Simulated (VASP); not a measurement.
LiC2, 6 atoms in the cell. The structure is orthorhombic, space group Cmmm (No. 65). Conventional cell: a = 4.150 Å, b = 8.851 Å, c = 2.949 Å, α = 90.00°, β = 90.00°, γ = 90.00°. Li (site symmetry 2/m) has 4 C at 1.93 Å and 2 Li at 2.07 Å within 2.6 Å. Within 2.3 Å of C (site symmetry m) lie 2 C at 1.76 to 1.94 Å and 2 Li at 1.93 Å. The cell was generated, and may not be a known phase.

| Quantity | Value |
| --- | --- |
| Program | VASP 6.6.1 |
| Task | relaxation of cell and atoms |
| Functional | PBE |
| Potentials or basis | VASP PAW PBE potentials, release 64 (Li_sv, C) |
| Cutoff | 600 eV |
| k mesh | 4 × 4 × 6 |
| Occupations | gaussian, width 0.1 eV |
| Spin | no spin polarisation |
| Dipole correction | no |
| Further INCAR settings | ALGO = Normal; EDIFF = 1e-07; IBRION = 2; EDIFFG = -0.04; NSW = 90; ISIF = 3 |

Potentials or basis: VASP PAW PBE potentials, release 64 (Li_sv, C).

Launch:

```sh
$ cat potpaw_PBE.64/Li_sv/POTCAR potpaw_PBE.64/C/POTCAR > POTCAR
$ mpirun -np 1 vasp_std > vasp.out
```

Hardware: 1 thread of Intel Xeon 8259CL (shared host).

Question: How long does it take, and how much memory?

Answer: Wall time 28 min on 1 thread of Intel Xeon 8259CL (shared host), peak memory 0.2 GiB. Counts: scf iterations 470, k points 28, ion steps 58.
